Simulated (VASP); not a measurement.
# Ni: single point with LDA+U

Crystal: Ni.

```
CELL_PARAMETERS angstrom
0.00000 1.78100 1.78100
1.78100 0.00000 1.78100
1.78100 1.78100 0.00000
ATOMIC_POSITIONS crystal
Ni 0.00000 0.00000 0.00000
```

```
Program                : VASP 6.6.1
Task                   : single point
Functional             : LDA
Potentials or basis    : VASP PAW LDA potentials, release 64 (Ni)
Cutoff                 : 520 eV
k mesh                 : 15 × 15 × 15
Occupations            : gaussian, width 0.05 eV
Spin                   : collinear spin, ferromagnetic start
Starting moments       : [1.94] μB
Fixed moment           : 1.94 μB
Hubbard terms          : Ni d U = 4.2 eV
Dipole correction      : no
Further INCAR settings : ALGO = Normal; EDIFF = 1e-06; NBANDS = 15
```

```yaml
Pressure: -8.1 GPa
Net_moment: 1.94 μB per cell
Site_moments: Ni +1.83 μB
Valence_electrons_inside_the_program's_atomic_spheres: Ni 9.26
```

Eigenvalues of the final occupation matrices:
```
    site  spin  trace               eigenvalues
site 1 d     1   4.86  0.97 0.97 0.97 0.98 0.98
site 1 d     2   3.32  0.64 0.64 0.68 0.68 0.68
```

Run time: 45 s on 1 thread of Intel(R) Xeon(R) Platinum 8488C (Sapphire Rapids), on a shared host, peak memory 0.14 GiB.

Caveat: the total moment is fixed, so each spin has its own Fermi level; the U is typed as a test and isn't derived for this compound. The state reached can hang on the start; a lower one may exist.
